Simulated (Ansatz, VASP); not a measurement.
## CsBe3Cr in VASP and in Ansatz

The input INCAR:

```
SYSTEM = CsBe3Cr
ALGO = Normal
EDIFF = 1E-7
ENCUT = 520
ISIF = 2
ISMEAR = -1
LASPH = .TRUE.
LCHARG = .FALSE.
LREAL = .FALSE.
LWAVE = .FALSE.
NBANDS = 38
NELM = 80
PREC = Accurate
SIGMA = 0.1
```

Contents of KPOINTS:

```
k-points
0
G
  6 6 6
  0 0 0
```

Contents of POSCAR:

```
CsBe3Cr
1.0
    3.1322850000      5.4252750000      0.0000000000
   -3.1322850000      5.4252750000      0.0000000000
    0.0000000000      0.0000000000      5.3712820000
Be Cr Cs
6 2 2
Direct
    0.1614000000      0.6772000000      0.2715000000
    0.3228000000      0.8386000000      0.7715000000
    0.1614000000      0.1614000000      0.2715000000
    0.8386000000      0.3228000000      0.7715000000
    0.6772000000      0.1614000000      0.2715000000
    0.8386000000      0.8386000000      0.7715000000
    0.0000000000      0.0000000000      0.9954000000
    0.0000000000      0.0000000000      0.4954000000
    0.3333000000      0.3334000000      0.7500000000
    0.6666000000      0.6667000000      0.2500000000
```

Input for Ansatz:

```yaml
crystal:
  lattice:
    - [3.132285, 5.425275, 0.0]
    - [-3.132285, 5.425275, 0.0]
    - [0.0, 0.0, 5.371282]
  atoms:
    - { symbol: Be, position: [0.1614, 0.6772, 0.2715] }
    - { symbol: Be, position: [0.3228, 0.8386, 0.7715] }
    - { symbol: Be, position: [0.1614, 0.1614, 0.2715] }
    - { symbol: Be, position: [0.8386, 0.3228, 0.7715] }
    - { symbol: Be, position: [0.6772, 0.1614, 0.2715] }
    - { symbol: Be, position: [0.8386, 0.8386, 0.7715] }
    - { symbol: Cr, position: [0.0, 0.0, 0.9954] }
    - { symbol: Cr, position: [0.0, 0.0, 0.4954] }
    - { symbol: Cs, position: [0.3333, 0.3334, 0.75] }
    - { symbol: Cs, position: [0.6666, 0.6667, 0.25] }
  symmetry: { tolerance: 0.0003 }
kpoints:
  mp_grid: { grid: [6, 6, 6], shift: [0, 0, 0] }
  band_path:
    path:
      - [0.0, 0.0, 0.0]
      - [0.49999998, -8.0e-08, 0.0]
      - [0.66666659, 0.33333321, 0.0]
      - [0.0, 0.0, 0.0]
      - [0.0, 0.0, 0.5]
      - [0.49999998, -8.0e-08, 0.5]
      - [0.66666659, 0.33333321, 0.5]
      - [0.0, 0.0, 0.5]
      - [0.49999998, -8.0e-08, 0.5]
      - [0.49999998, -8.0e-08, 0.0]
      - [0.66666659, 0.33333321, 0.5]
    npoints: 6
magnetization:
  spin_polarized: false
scf:
  occupations: { method: fermi_dirac }
  lower_state_search: "off"
  max_iter: 200
hamiltonian:
  pseudopotentials: { kind: paw }
  xc: lda
basis:
  ecutwfc: 420
  fft_grid_basis: typed
output:
  forces: true
  stress: true
  eigenvalues: true
  bader: true
  populations: true
  elf: true
  write_potential: true
  volumetric_format: npy
  dos:
    e_range: [-12, 8]
    de: 0.05
    projected: { site_lists: { Be: [Be], Cr: [Cr], Cs: [Cs] } }
checkpoint:
  read: saved_state
```

Alike in both runs: task single point; functional LDA; k mesh 6 × 6 × 6; no spin polarisation.

```csv
,VASP,Ansatz
version,VASP 6.6.1,Ansatz 0.2.0
potentials or method,"VASP PAW LDA potentials, release 64 (Be, Cr_pv, Cs_sv), cutoff 520 eV",PAW plane waves
occupations,"fermi-dirac, width 0.1 eV",fermi-dirac
valence electrons in the cell,54,58
```

```csv
,VASP,Ansatz,Ansatz less VASP
pressure (GPa),3.5,3.3,-0.16
"traceless stress, the component that is largest in VASP (GPa)",-2.65,-2.64,+0.009
rms of the force components (eV/Å),0.468,0.467,-0.0010
```

LDA's correlation is that of Perdew and Zunger in VASP and of Perdew and Wang (1992) in Ansatz. Atom by atom the forces differ by 0.001 eV/Å (rms over components). VASP's potentials hold 54 valence electrons a cell and Ansatz's 58, so a difference there can come from the potentials and not from the codes. Ansatz's warnings: structure snapped to symmetry.

Spin-orbit coupling is off throughout.
